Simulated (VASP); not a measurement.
# Pd (Fm-3m) in VASP: a series of runs, part 2 of 2

VASP 6.6.1. Earlier steps stand in the parts before.

### 3 Single point, LDA, non-collinear spin, typed start

INCAR

```
SYSTEM = Pd
PREC     = Accurate       ! precision mode
ENCUT    = 520            ! plane-wave cutoff, eV
EDIFF    = 1E-6           ! SCF threshold, eV
ISMEAR   = 0              ! smearing method
SIGMA    = 0.01           ! smearing width, eV
LREAL    = .False.        ! projectors in reciprocal space
LASPH    = .True.         ! aspherical terms in the spheres
NELM     = 150            ! most SCF steps
ALGO     = Fast           ! electronic algorithm
ISIF     = 2              ! what is computed and relaxed
LWAVE    = .False.        ! write WAVECAR
LCHARG   = .False.        ! write CHGCAR
LNONCOLLINEAR= .True.         ! non-collinear magnetism
MAGMOM   = 0.289 0.289 0.289 ! initial moments
LORBIT   = 11             ! projections on sites
LMAXMIX  = 4              ! l up to which the mixer works
NBANDS   = 21             ! bands
```

KPOINTS

```
regular mesh
0
Gamma
  9 9 9
  0 0 0
```

POSCAR

```
Pd
1.0
    0.0000000000      1.9465000000      1.9465000000
    1.9465000000      0.0000000000      1.9465000000
    1.9465000000      1.9465000000      0.0000000000
Pd
1
Direct
    0.0000000000      0.0000000000      0.0000000000
```

Potentials or basis: VASP PAW LDA potentials, release 64 (Pd).

On the command line:

```
> cat potpaw_LDA.64/Pd/POTCAR > POTCAR
> mpirun -np 1 vasp_ncl > vasp.out
```

OUTCAR:

```text
SYSTEM = Pd
   PREC = Accurate
   ENCUT = 520
   EDIFF = 1E-6
   ISMEAR = 0
   LREAL = .False.
   LASPH = .True.
   NELM = 150
   ISIF = 2
   LNONCOLLINEAR = .True.
   LORBIT = 11

 ion  position               nearest neighbor table
   1  0.000  0.000  0.000-

  LATTYP: Found a face centered cubic cell.
 ALAT       =     3.8930000000

  Lattice vectors:

 A1 = (   0.0000000000,   1.9465000000,   1.9465000000)
 A2 = (   1.9465000000,   0.0000000000,   1.9465000000)
 A3 = (   1.9465000000,   1.9465000000,   0.0000000000)

Analysis of symmetry for initial positions (statically):
[... 25 lines left out ...]
The dynamic configuration has the point symmetry O_h .

Analysis of structural, dynamic, and magnetic symmetry:
=====================================================================
 Subroutine PRICEL returns:
 Original cell was already a primitive cell.

 Routine SETGRP: Setting up the symmetry group for a
 face centered cubic supercell.

 Subroutine GETGRP returns: Found  6 space group operations
 (whereof  6 operations were pure point group operations)
 out of a pool of 48 trial point group operations.

The overall configuration has the point symmetry S_6 .

 Subroutine INISYM returns: Found  6 space group operations
 (whereof  6 operations are pure point group operations),
 and found     1 'primitive' translations

----------------------------------------------------------------------------------------

                                     Primitive cell

  volume of cell :      14.7500

  direct lattice vectors                    reciprocal lattice vectors
     0.000000000  1.946500000  1.946500000    -0.256871307  0.256871307  0.256871307
     1.946500000  0.000000000  1.946500000     0.256871307 -0.256871307  0.256871307
     1.946500000  1.946500000  0.000000000     0.256871307  0.256871307 -0.256871307

  length of vectors
     2.752766699  2.752766699  2.752766699     0.444914156  0.444914156  0.444914156

  position of ions in fractional coordinates (direct lattice)
[... 104 lines left out ...]
   AEXX    =    0.0000 exact exchange contribution
   IVDW    =     0    specifies the selected vdW correction
   LEPSILON=     F    determine dielectric tensor
   LRPA    =     F    only Hartree local field effects (RPA)
 RMM-DIIS sequential band-by-band and
 Gauss-broadening in eV      SIGMA  =   0.01
  energy-cutoff  :      520.00
  volume of cell :       14.75
 maximum number of plane-waves:       822
   NGX = 11   NGY = 11   NGZ = 11

 number of electron      10.0000000 magnetization       0.2890000      0.2890000      0.2890000

 number of electron       9.9999999 magnetization       0.0496729      0.0496729      0.0496729

 number of electron       9.9999999 magnetization      -0.0106893     -0.0106893     -0.0106893

 Free energy of the ion-electron system (eV)
  ---------------------------------------------------
  ext. energy  EPLUGINS =         0.00000000
  ---------------------------------------------------
  free energy    TOTEN  =        -6.48692276 eV

  energy without entropy =       -6.48682388  energy(sigma->0) =       -6.48687332

 E-fermi :   9.5440     XC(G=0): -13.5202

 val. band max:        9.5280071450   @ k =   0.1111   0.1111  -0.3333
 cond. band min:       9.5453362601   @ k =   0.4444   0.3333   0.4444
 fundamental gap:      0.0173291151
 Fermi energy:         9.5440490661

 k-point     1 :       0.0000    0.0000    0.0000
  band No.  band energies     occupation
      1       2.3543      1.00000
      2       2.3562      1.00000
      3       6.6906      1.00000
      4       6.6906      1.00000
      5       6.6906      1.00000
      6       6.7052      1.00000
[... 565 lines left out ...]
     20      29.9444      0.00000
     21      37.3915      0.00000

 [... further k-points ...]
[... 5 lines left out ...]
  --------------------------------------------------------------------------------------
  -------------------------------------------------------------------------------------
  Total       -0.8037748     -0.8037748     -0.8037748     -0.0000015     -0.0000015     -0.0000015
  in kB      -87.3075411    -87.3075411    -87.3075411     -0.0001680     -0.0001680     -0.0001680
  external PRESSURE =     -87.3075411 kB  Pullay stress =       0.0000000 kB

 VOLUME and BASIS-vectors are now :
 -----------------------------------------------------------------------------
  energy-cutoff  :      520.00
  volume of cell :       14.75
      direct lattice vectors                 reciprocal lattice vectors
     0.000000000  1.946500000  1.946500000    -0.256871307  0.256871307  0.256871307
     1.946500000  0.000000000  1.946500000     0.256871307 -0.256871307  0.256871307
     1.946500000  1.946500000  0.000000000     0.256871307  0.256871307 -0.256871307

 POSITION                                       TOTAL-FORCE (eV/Angst)
 -----------------------------------------------------------------------------------
      0.00000      0.00000      0.00000         0.000000      0.000000     -0.000000
 -----------------------------------------------------------------------------------
    total drift:                                0.000000      0.000000      0.000000

  FREE ENERGIE OF THE ION-ELECTRON SYSTEM (eV)
  ---------------------------------------------------
  free  energy   TOTEN  =        -6.4869227576 eV

  energy  without entropy=       -6.4868238845  energy(sigma->0) =       -6.48687332

 total charge

# of ion       s       p       d       tot
------------------------------------------
    1        0.498   0.487   8.449   9.434

 magnetization (x)

# of ion       s       p       d       tot
------------------------------------------
    1        0.000   0.000  -0.011  -0.011

 magnetization (y)

# of ion       s       p       d       tot
------------------------------------------
    1        0.000   0.000  -0.011  -0.011

 magnetization (z)

# of ion       s       p       d       tot
------------------------------------------
    1        0.000   0.000  -0.011  -0.011
```

OSZICAR:

```text
N       E                     dE             d eps       ncg     rms          rms(c)
DAV:   1     0.572221275682E+02    0.57222E+02   -0.48187E+03  5250   0.918E+02
DAV:   2    -0.545921035784E+01   -0.62681E+02   -0.58320E+02  5900   0.228E+02
DAV:   3    -0.682095273015E+01   -0.13617E+01   -0.13482E+01  6148   0.360E+01
DAV:   4    -0.683009005668E+01   -0.91373E-02   -0.91353E-02  6334   0.297E+00
DAV:   5    -0.683023101352E+01   -0.14096E-03   -0.14095E-03  6775   0.379E-01    0.820E+00
RMM:   6    -0.650270038672E+01    0.32753E+00   -0.50679E-01  5392   0.676E+00    0.384E+00
RMM:   7    -0.649197724599E+01    0.10723E-01   -0.86833E-03  6141   0.107E+00    0.203E+00
RMM:   8    -0.648706082057E+01    0.49164E-02   -0.83982E-04  6431   0.329E-01    0.748E-01
RMM:   9    -0.648688931751E+01    0.17150E-03   -0.18873E-04  6659   0.110E-01    0.671E-02
RMM:  10    -0.648691647625E+01   -0.27159E-04   -0.38237E-05  6920   0.412E-02    0.259E-02
RMM:  11    -0.648692194129E+01   -0.54650E-05   -0.59690E-06  6319   0.150E-02    0.161E-02
RMM:  12    -0.648691928807E+01    0.26532E-05   -0.11394E-06  5254   0.832E-03    0.482E-03
RMM:  13    -0.648692265665E+01   -0.33686E-05   -0.27585E-07  4335   0.365E-03    0.100E-03
RMM:  14    -0.648692275759E+01   -0.10095E-06   -0.70587E-08  3453   0.174E-03
   1 F= -.64869228E+01 E0= -.64868733E+01  d E =-.988731E-04  mag=    -0.0107    -0.0107    -0.0107
```

stdout:

```text
POSCAR found type information on POSCAR Pd
 POSCAR found :  1 types and       1 ions
 scaLAPACK will be used
 LDA part: xc-table for (Slater(with rela. corr.)+CA(PZ))
 , standard interpolation
 POSCAR, INCAR and KPOINTS ok, starting setup
 FFT: planning ... GRIDC
 FFT: planning ... GRID_SOFT
 FFT: planning ... GRID
 WAVECAR not read
 entering main loop
```

Run time: 35 s. Hardware: 1 thread of Intel Xeon 6975P-C (Granite Rapids), shared host; peak memory 0.18 GiB.

Results:

| Item | Value |
| --- | --- |
| Free energy | -6.4869 eV |
| Pressure | -8.7 GPa |
| Band gap on the k mesh | zero (band 10 reaches 9.77 eV, above the bottom of band 11 at 8.30 eV) |
| Net moment | 0.02 μB per cell |
| Valence electrons inside the program's atomic spheres | Pd 9.43 |

Moments on the atoms (μB; x, y, z):
```
Pd  -0.01 -0.01 -0.01
```
